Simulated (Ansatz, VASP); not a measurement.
**Two plane-wave programs on SiNi**

```
Si Ni
1.0
     5.14154    0.00000    0.00000
     0.00000    3.32130    0.00000
     0.00000    0.00000    5.56978
Si Ni
4 4
Direct
  0.82109 0.75000 0.58232
  0.17891 0.25000 0.41768
  0.32109 0.75000 0.91768
  0.67891 0.25000 0.08232
  0.50795 0.25000 0.68852
  0.49205 0.75000 0.31148
  0.00795 0.25000 0.81148
  0.99205 0.75000 0.18852
```

Alike in both runs: task single point; functional r2SCAN; k mesh 4 × 6 × 4; occupations gaussian, width 0.1 eV; no spin polarisation.

|  | VASP | Ansatz |
| --- | --- | --- |
| version | VASP 6.6.1 | Ansatz 0.2.0 |
| potentials or method | VASP PAW PBE potentials, release 64 (Si, Ni), cutoff 520 eV | scalar-relativistic, plane waves, PAW |
| valence electrons in the cell | 56 | 88 |

VASP gave:

```
gap on the k mesh at the Fermi level (eV)                     : none
pressure (GPa)                                                : 0.1
traceless stress, the component that is largest in VASP (GPa) : -1.06
rms of the force components (eV/Å)                            : 0.015
```

What did Ansatz give for the same quantities?

gap on the k mesh at the Fermi level (eV): none; pressure (GPa): 0.1; traceless stress, the component that is largest in VASP (GPa): -0.95; rms of the force components (eV/Å): 0.018.

VASP's potentials were made for PBE, not for r2SCAN. Atom by atom the forces differ by 0.006 eV/Å (rms over components). A gap of «none» marks a metal or a gap that the smearing closes. VASP's potentials hold 56 valence electrons a cell and Ansatz's 88, so a difference there can come from the potentials and not from the codes.
